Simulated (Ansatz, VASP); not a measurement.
# Br: VASP beside Ansatz

```xyz
4
Lattice="3.3407 -2.3070 0.0000 3.3407 2.3070 0.0000 0.0000 0.0000 8.6439" Properties=species:S:1:pos:R:3 pbc="T T T"
Br    3.3407    0.6224    3.3720
Br    3.3407    1.6845    7.6939
Br    3.3407   -0.6224    5.2719
Br    3.3407   -1.6845    0.9500
```

Alike in both runs: task single point; functional LDA; k mesh 7 × 7 × 3; occupations fermi-dirac, width 0.05 eV; no spin polarisation.

```csv
,VASP,Ansatz
version,VASP 6.6.1,Ansatz 0.2.0
potentials or method,"VASP PAW LDA potentials, release 64 (Br)",Ansatz PAW
plane-wave cutoff (eV),520,420
valence electrons in the cell,28,28
```

|  | VASP | Ansatz | Ansatz less VASP |
| --- | --- | --- | --- |
| gap on the k mesh at the Fermi level (eV) | 1.82 | 1.82 | 0.000 |
| least direct gap on the mesh (eV) | 1.83 | 1.83 | 0.000 |
| pressure (GPa) | -0.6 | -0.7 | -0.06 |
| traceless stress, the component that is largest in VASP (GPa) | 1.15 | 1.07 | -0.081 |
| rms of the force components (eV/Å) | 0.556 | 0.536 | -0.0201 |

LDA's correlation is that of Perdew and Zunger in VASP and of Perdew and Wang (1992) in Ansatz. Atom by atom the forces differ by 0.020 eV/Å (rms over components).

Noted on Ansatz's run: odd divisions of the mesh miss points on the zone boundary, where band edges often lie, so the gap on the mesh can be too wide.
